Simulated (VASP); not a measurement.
# Ir (P6_3/mmc) in VASP: notebook

Runs on Ir. Level: r2SCAN. Tasks: single point.

Program: VASP 6.6.1. These are calculated values, not measurements. Logs are shortened: lines on timing, memory, paths and dates and some standing lists are left out, and cuts for length are marked.

## Step 1: The cell of the first run

Symmetry: P6_3/mmc, No. 194, hexagonal system. The conventional cell has a = 2.641 Å, b = 2.641 Å, c = 4.641 Å, α = 90.00°, β = 90.00°, γ = 120.00°. Ir (site symmetry -6m2) has 12 Ir at 2.64 to 2.78 Å within 3.5 Å.

This isn't the form of Ir at room conditions, which is fcc.

## Step 2: Single point, r2SCAN (strain -0.040 along x and y, +0.040 along z)

File POSCAR:

```
Ir
1.0
    2.6413227788      0.0000000000      0.0000000000
   -1.3206613894      2.2874526260      0.0000000000
    0.0000000000      0.0000000000      4.6407816000
Ir
2
Direct
    0.6666666667      0.3333333333      0.7500000000
    0.3333333333      0.6666666667      0.2500000000
```

File INCAR.step1:

```
SYSTEM = Ir
PREC = Accurate
ENCUT = 520
ISMEAR = 0
SIGMA = 0.15
LREAL = .FALSE.
LASPH = .TRUE.
NELM = 60
NBANDS = 16
GGA = PE
ALGO = Normal
EDIFF = 1E-4
LWAVE = .TRUE.
LCHARG = .FALSE.
```

File INCAR.step2:

```
SYSTEM = Ir
PREC = Accurate
ENCUT = 520
EDIFF = 1E-6
ISMEAR = 0
SIGMA = 0.15
LREAL = .FALSE.
LASPH = .TRUE.
NELM = 60
ALGO = Normal
ISIF = 2
LWAVE = .FALSE.
LCHARG = .FALSE.
METAGGA = R2SCAN
LMIXTAU = .TRUE.
NBANDS = 16
ISTART = 1
```

File KPOINTS:

```
Automatic mesh
0
G
  18 18 12
  0 0 0
```

Potentials or basis: VASP PAW PBE potentials, release 64 (Ir).

Started as:

```sh
$ cat potpaw_PBE.64/Ir/POTCAR > POTCAR
$ cp INCAR.step1 INCAR
$ mpirun -np 1 vasp_std > vasp.out
$ cp INCAR.step2 INCAR
$ mpirun -np 1 vasp_std > vasp.out
```

OUTCAR:

```text
SYSTEM = Ir
   PREC = Accurate
   ENCUT = 520
   EDIFF = 1E-6
   ISMEAR = 0
   LREAL = .FALSE.
   LASPH = .TRUE.
   NELM = 60
   ISIF = 2
   METAGGA = R2SCAN
   ISTART = 1

 ion  position               nearest neighbor table
   1  0.667  0.333  0.750-   2 2.78   2 2.78   2 2.78   2 2.78   2 2.78   2 2.78
   2  0.333  0.667  0.250-   1 2.78   1 2.78   1 2.78   1 2.78   1 2.78   1 2.78

  LATTYP: Found a hexagonal cell.
 ALAT       =     2.6413227788
 C/A-ratio  =     1.7569914731

  Lattice vectors:

 A1 = (   2.6413227788,   0.0000000000,   0.0000000000)
 A2 = (  -1.3206613894,   2.2874526260,   0.0000000000)
 A3 = (   0.0000000000,   0.0000000000,   4.6407816000)

Analysis of symmetry for initial positions (statically):
=====================================================================
 Subroutine PRICEL returns:
 Original cell was already a primitive cell.

 Routine SETGRP: Setting up the symmetry group for a
 hexagonal supercell.

 Subroutine GETGRP returns: Found 24 space group operations
 (whereof 12 operations were pure point group operations)
 out of a pool of 24 trial point group operations.

The static configuration has the point symmetry D_3d.
 The point group associated with its full space group is D_6h.

Analysis of symmetry for dynamics (positions and initial velocities):
=====================================================================
 Subroutine PRICEL returns:
 Original cell was already a primitive cell.

 Routine SETGRP: Setting up the symmetry group for a
 hexagonal supercell.

 Subroutine GETGRP returns: Found 24 space group operations
 (whereof 12 operations were pure point group operations)
 out of a pool of 24 trial point group operations.

The dynamic configuration has the point symmetry D_3d.
 The point group associated with its full space group is D_6h.

 Subroutine INISYM returns: Found 24 space group operations
 (whereof 12 operations are pure point group operations),
 and found     1 'primitive' translations

----------------------------------------------------------------------------------------

                                     Primitive cell

  volume of cell :      28.0391

  direct lattice vectors                    reciprocal lattice vectors
     2.641322779  0.000000000  0.000000000     0.378598181  0.218583762  0.000000000
    -1.320661389  2.287452626  0.000000000     0.000000000  0.437167524  0.000000000
     0.000000000  0.000000000  4.640781600     0.000000000  0.000000000  0.215480944

  length of vectors
     2.641322779  2.641322779  4.640781600     0.437167524  0.437167524  0.215480944

  position of ions in fractional coordinates (direct lattice)
     0.666666667  0.333333333  0.750000000
     0.333333333  0.666666667  0.250000000

  ion indices of the primitive-cell ions
   primitive index   ion index
                 1           1
                 2           2

----------------------------------------------------------------------------------------

 KPOINTS: Automatic mesh

Automatic generation of k-mesh.
 Grid dimensions read from file:
 generate k-points for:   18   18   12

 Generating k-lattice:

  Cartesian coordinates                     Fractional coordinates (reciprocal lattice)
     0.021033232  0.012143542  0.000000000     0.055555556  0.000000000  0.000000000
     0.000000000  0.024287085  0.000000000     0.000000000  0.055555556  0.000000000
     0.000000000  0.000000000  0.017956745     0.000000000  0.000000000  0.083333333

  Length of vectors
     0.024287085  0.024287085  0.017956745

  Shift w.r.t. Gamma in fractional coordinates (k-lattice)
     0.000000000  0.000000000  0.000000000

 Subroutine IBZKPT returns following result:
 ===========================================

 Found    259 irreducible k-points:

 Following reciprocal coordinates:
            Coordinates               Weight
  0.000000  0.000000  0.000000      1.000000
  0.055556  0.000000  0.000000      6.000000
  0.111111  0.000000  0.000000      6.000000
  0.166667  0.000000  0.000000      6.000000
  0.222222  0.000000  0.000000      6.000000
  0.277778  0.000000  0.000000      6.000000
[... 16 lines left out ...]
  0.333333  0.111111  0.000000     12.000000
  0.388889  0.111111  0.000000     12.000000
 [... further k-points ...]
   k-points           NKPTS =    259   k-points in BZ     NKDIM =    259   number of bands    NBANDS=     16
   number of dos      NEDOS =    301   number of ions     NIONS =      2
   total plane-waves  NPLWV =  14400
   dimension x,y,z NGX =    20 NGY =   20 NGZ =   36
   dimension x,y,z NGXF=    40 NGYF=   40 NGZF=   72
   ions per type =               2
   NGX,Y,Z   is equivalent  to a cutoff of  12.59, 12.59, 12.90 a.u.
   NGXF,Y,Z  is equivalent  to a cutoff of  25.18, 25.18, 25.79 a.u.
 SYSTEM =  Ir
   PREC   = accura    normal or accurate (medium, high low for compatibility)
   ISTART =      1    job   : 0-new  1-cont  2-samecut
   ICHARG =      0    charge: 1-file 2-atom 10-const
   ISPIN  =      1    spin polarized calculation?
   LNONCOLLINEAR =      F non collinear calculations
   LSORBIT =      F    spin-orbit coupling
   LASPH  =      T    aspherical Exc in radial PAW
   ENCUT  =  520.0 eV  38.22 Ry    6.18 a.u.   4.91  4.91  8.63*2*pi/ulx,y,z
   NELM   =     60;   NELMIN=  2; NELMDL=  0     # of ELM steps
   EDIFF  = 0.1E-05   stopping-criterion for ELM
   LREAL  =      F    real-space projection
   EDIFFG = 0.1E-04   stopping-criterion for IOM
   NSW    =      0    number of steps for IOM
   IBRION =     -1    ionic relax: 0-MD 1-quasi-New 2-CG
   NFREE  =      0    steps in history (QN), initial steepest desc. (CG)
   ISIF   =      2    stress and relaxation
   ISYM   =      2    0-nonsym 1-usesym 2-fastsym
   POTIM  = 0.5000    time-step for ionic-motion
   TEBEG  =    0.0;   TEEND  =   0.0 temperature during run
   PSTRESS=    0.0 pullay stress
   NELECT =      18.0000    total number of electrons
   NUPDOWN=      -1.0000    fix difference up-down
   EMIN   =  10.00;   EMAX   =-10.00  energy-range for DOS
   EFERMI =   0.00;   METHOD = LEGACY
   ISMEAR =     0;   SIGMA  =   0.15  broadening in eV -4-tet -1-fermi 0-gaus
   EFERMI_NEDOS =   21; number of points for ismear=-14 and -15
   IALGO  =     38    algorithm
   IMIX   =      4    mixing-type and parameters
     AMIX     =   0.40;   BMIX     =  1.00
     AMIX_MAG =   1.60;   BMIX_MAG =  1.00
  volume/ion in A,a.u.               =      14.02        94.61
  Fermi-wavevector in a.u.,A,eV,Ry     =   1.412247  2.668760 27.136038  1.994443
  Thomas-Fermi vector in A             =   2.534016
   LORBIT       =      0    0 simple, 1 ext, 2 COOP (PROOUT), +10 PAW based schemes
   METAGGA = R2SCAN    functional components
   LHFCALC =     F    Hartree Fock is set to
   AEXX    =    0.0000 exact exchange contribution
   IVDW    =     0    specifies the selected vdW correction
   LEPSILON=     F    determine dielectric tensor
   LRPA    =     F    only Hartree local field effects (RPA)
 non-spin polarized calculation
 Gauss-broadening in eV      SIGMA  =   0.15
  energy-cutoff  :      520.00
  volume of cell :       28.04
 maximum number of plane-waves:       786
 NGX is ok and might be reduce to    20
   NGX =  9   NGY =  9   NGZ = 17

 number of electron      17.9999999 magnetization

 Free energy of the ion-electron system (eV)
  ---------------------------------------------------
  ext. energy  EPLUGINS =         0.00000000
  ---------------------------------------------------
  free energy    TOTEN  =      -104.39644413 eV

  energy without entropy =     -104.37353246  energy(sigma->0) =     -104.38498830

 E-fermi :  10.3535     XC(G=0): -15.3861

 val. band max:       10.3485416997   @ k =   0.3333   0.0556   0.4167
 cond. band min:      10.3628841667   @ k =   0.3333   0.0000   0.0000
 fundamental gap:      0.0143424669
 Fermi energy:        10.3534844351

 k-point     1 :       0.0000    0.0000    0.0000
  band No.  band energies     occupation
      1      -1.2927      2.00000
      2       1.6023      2.00000
      3       5.5081      2.00000
      4       6.4289      2.00000
      5       6.4289      2.00000
      6       6.9338      2.00000
[... 8 lines left out ...]
     15      26.5002      0.00000
     16      28.5827      0.00000

 k-point     2 :       0.0556    0.0000    0.0000
  band No.  band energies     occupation
      1      -1.1543      2.00000
      2       1.7375      2.00000
      3       5.5201      2.00000
      4       6.3874      2.00000
      5       6.5476      2.00000
      6       6.8462      2.00000
[... 8 lines left out ...]
     15      26.7242      0.00000
     16      28.8326      0.00000

 k-point     3 :       0.1111    0.0000    0.0000
  band No.  band energies     occupation
      1      -0.7518      2.00000
      2       2.1178      2.00000
      3       5.4715      2.00000
      4       6.3433      2.00000
      5       6.6643      2.00000
      6       6.8988      2.00000
[... 8 lines left out ...]
     15      27.3348      0.00000
     16      29.4520      0.00000

 k-point     4 :       0.1667    0.0000    0.0000
  band No.  band energies     occupation
      1      -0.1263      2.00000
      2       2.6437      2.00000
      3       5.3022      2.00000
      4       6.1325      2.00000
      5       6.2113      2.00000
      6       6.8378      2.00000
[... 8 lines left out ...]
     15      28.0133      0.00000
     16      29.7815      0.00000

 k-point     5 :       0.2222    0.0000    0.0000
  band No.  band energies     occupation
      1       0.6421      2.00000
      2       3.0625      2.00000
      3       5.2856      2.00000
      4       5.3127      2.00000
      5       5.8245      2.00000
      6       7.4235      2.00000
[... 8 lines left out ...]
     15      27.7145      0.00000
     16      29.2847      0.00000

 k-point     6 :       0.2778    0.0000    0.0000
  band No.  band energies     occupation
      1       1.4162      2.00000
      2       3.0885      2.00000
      3       4.5469      2.00000
      4       5.5344      2.00000
      5       5.8372      2.00000
      6       7.0786      2.00000
[... 8 lines left out ...]
     15      26.7764      0.00000
     16      27.7367      0.00000

 k-point     7 :       0.3333    0.0000    0.0000
  band No.  band energies     occupation
      1       2.0064      2.00000
      2       2.8622      2.00000
      3       3.9330      2.00000
      4       5.6721      2.00000
      5       6.4799      2.00000
      6       6.7088      2.00000
[... 8 lines left out ...]
     15      25.9162      0.00000
     16      26.2694      0.00000

 k-point     8 :       0.3889    0.0000    0.0000
  band No.  band energies     occupation
      1       2.2909      2.00000
      2       2.6262      2.00000
      3       3.4847      2.00000
      4       6.0804      2.00000
      5       6.4248      2.00000
      6       6.9416      2.00000
[... 8 lines left out ...]
     15      24.9934      0.00000
     16      25.2489      0.00000

 k-point     9 :       0.4444    0.0000    0.0000
  band No.  band energies     occupation
      1       2.3201      2.00000
      2       2.5139      2.00000
      3       3.2117      2.00000
      4       6.2469      2.00000
      5       6.6109      2.00000
      6       6.8142      2.00000
[... 8 lines left out ...]
     15      23.5644      0.00000
     16      24.0843      0.00000
[... 172 lines left out ...]
 k-point    19 :       0.1111    0.1111    0.0000
  band No.  band energies     occupation
      1       0.2399      2.00000
      2       2.9826      2.00000
      3       5.0684      2.00000
      4       5.8588      2.00000
      5       6.1505      2.00000
      6       6.6799      2.00000
[... 8 lines left out ...]
     15      28.2904      0.00000
     16      28.6903      0.00000

 k-point    20 :       0.1667    0.1111    0.0000
  band No.  band energies     occupation
      1       1.0030      2.00000
      2       3.4823      2.00000
      3       4.8456      2.00000
      4       5.1338      2.00000
      5       5.9089      2.00000
      6       6.8727      2.00000
[... 8 lines left out ...]
     15      26.9582      0.00000
     16      28.1904      0.00000

 k-point    21 :       0.2222    0.1111    0.0000
  band No.  band energies     occupation
      1       1.8030      2.00000
      2       3.5534      2.00000
      3       4.4827      2.00000
      4       5.0261      2.00000
      5       5.8684      2.00000
      6       6.5318      2.00000
[... 8 lines left out ...]
     15      25.7205      0.00000
     16      27.2405      0.00000

 k-point    22 :       0.2778    0.1111    0.0000
  band No.  band energies     occupation
      1       2.4456      2.00000
      2       3.2954      2.00000
      3       3.9458      2.00000
      4       5.3962      2.00000
      5       6.2548      2.00000
      6       6.2968      2.00000
[... 8 lines left out ...]
     15      24.3489      0.00000
     16      26.4553      0.00000

 k-point    23 :       0.3333    0.1111    0.0000
  band No.  band energies     occupation
      1       2.7687      2.00000
      2       3.0368      2.00000
      3       3.5477      2.00000
      4       5.8943      2.00000
      5       6.1724      2.00000
      6       6.7690      2.00000
[... 8 lines left out ...]
     15      22.9931      0.00000
     16      25.8500      0.00000

 k-point    24 :       0.3889    0.1111    0.0000
  band No.  band energies     occupation
      1       2.7849      2.00000
      2       2.9394      2.00000
      3       3.3032      2.00000
      4       6.1498      2.00000
      5       6.4707      2.00000
      6       6.6224      2.00000
[... 8 lines left out ...]
     15      21.7807      0.00000
     16      24.8319      0.00000

 [... further k-points ...]
[... 5 lines left out ...]
  --------------------------------------------------------------------------------------
  -------------------------------------------------------------------------------------
  Total        4.1224855      4.1224855     -1.7662790     -0.0000000      0.0000000      0.0000000
  in kB      235.5618764    235.5618764   -100.9264908     -0.0000000      0.0000000      0.0000000
  external PRESSURE =     123.3990873 kB  Pullay stress =       0.0000000 kB

 VOLUME and BASIS-vectors are now :
 -----------------------------------------------------------------------------
  energy-cutoff  :      520.00
  volume of cell :       28.04
      direct lattice vectors                 reciprocal lattice vectors
     2.641322779  0.000000000  0.000000000     0.378598181  0.218583762  0.000000000
    -1.320661389  2.287452626  0.000000000     0.000000000  0.437167524  0.000000000
     0.000000000  0.000000000  4.640781600     0.000000000  0.000000000  0.215480944

 POSITION                                       TOTAL-FORCE (eV/Angst)
 -----------------------------------------------------------------------------------
      1.32066      0.76248      3.48059         0.000000     -0.000000      0.000000
     -0.00000      1.52497      1.16020        -0.000000      0.000000      0.000000
 -----------------------------------------------------------------------------------
    total drift:                               -0.000000      0.000000     -0.000000

  FREE ENERGIE OF THE ION-ELECTRON SYSTEM (eV)
  ---------------------------------------------------
  free  energy   TOTEN  =      -104.3964441323 eV

  energy  without entropy=     -104.3735324649  energy(sigma->0) =     -104.38498830
```

Wall time 5.2 min (1 thread of Intel Xeon Platinum 8488C (Sapphire Rapids), shared host); peak memory 0.22 GiB.

Results:

```
Free energy            : -104.3964 eV
Pressure               : 12.3 GPa
Band gap on the k mesh : zero (bands 9 and 10 overlap by 3.90 eV)
```

Levels at points of the mesh, in eV from the Fermi level:
| k point | band 7 | band 8 | band 9 | band 10 | band 11 | band 12 |
| --- | --- | --- | --- | --- | --- | --- |
| (0.00, 0.00, 0.00) | -3.42 | -1.70 | -1.70 | -1.48 | 0.46 | 0.46 |
| (0.50, 0.00, 0.00) | -3.11 | 0.76 | 1.45 | 1.72 | 3.41 | 5.05 |
| (0.00, 0.00, 0.50) | -3.91 | -3.91 | -0.31 | -0.31 | -0.31 | -0.31 |
| (0.50, 0.00, 0.50) | -0.83 | -0.83 | 1.60 | 1.60 | 2.21 | 2.21 |

Caveat: the cell differs from its parent crystal (strain -0.040 along x and y, +0.040 along z); the stress differs along the axes, from -10 to 24 GPa; the PAW data sets were made with another functional, which shifts forces and pressure a little; spin-orbit coupling is left out, which moves the levels of the heavy elements.

(Part 1 of 2 ends here.)
